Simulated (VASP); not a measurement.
# GaN (wurtzite type): single point with PBE

Crystal: GaN (wurtzite type).

```xyz
4
Lattice="2.7887 0.0000 0.0000 -1.3943 2.4151 0.0000 0.0000 0.0000 4.6360" Properties=species:S:1:pos:R:3 pbc="T T T"
Ga    0.0000    1.6101    0.0146
Ga    1.3943    0.8050    2.3326
N     0.0000    1.6101    1.7285
N     1.3943    0.8050    4.0466
```

```yaml
Program: VASP 6.6.1
Task: single point
Functional: PBE
Potentials_or_basis: VASP PAW PBE potentials, release 64 (Ga_d, N)
Cutoff: 520 eV
k_mesh: 13 × 13 × 7
Occupations: fermi-dirac, width 0.1 eV
Spin: no spin polarisation
Dipole_correction: no
Further_INCAR_settings: ALGO = Normal; EDIFF = 1e-06; NBANDS = 26
```

```
Pressure               : 168.9 GPa
Band gap on the k mesh : 4.24 eV, direct
```

Stress tensor (GPa, compression positive):
```
168.90   0.00   0.00
  0.00 168.90   0.00
  0.00   0.00 168.80
```

Levels at points of the mesh, in eV from the valence-band top:
| k point | band 15 | band 16 | band 17 | band 18 | band 19 | band 20 | band 21 | band 22 |
| --- | --- | --- | --- | --- | --- | --- | --- | --- |
| (0.00, 0.00, 0.00) | -1.58 | -0.30 | 0.00 | 0.00 | 4.24 | 7.07 | 11.02 | 12.35 |

It took 42 s on 1 thread of AMD EPYC 9R45 96-Core Processor (Zen 5) (shared host), peak memory 0.16 GiB.

A k mesh can miss the band edges.
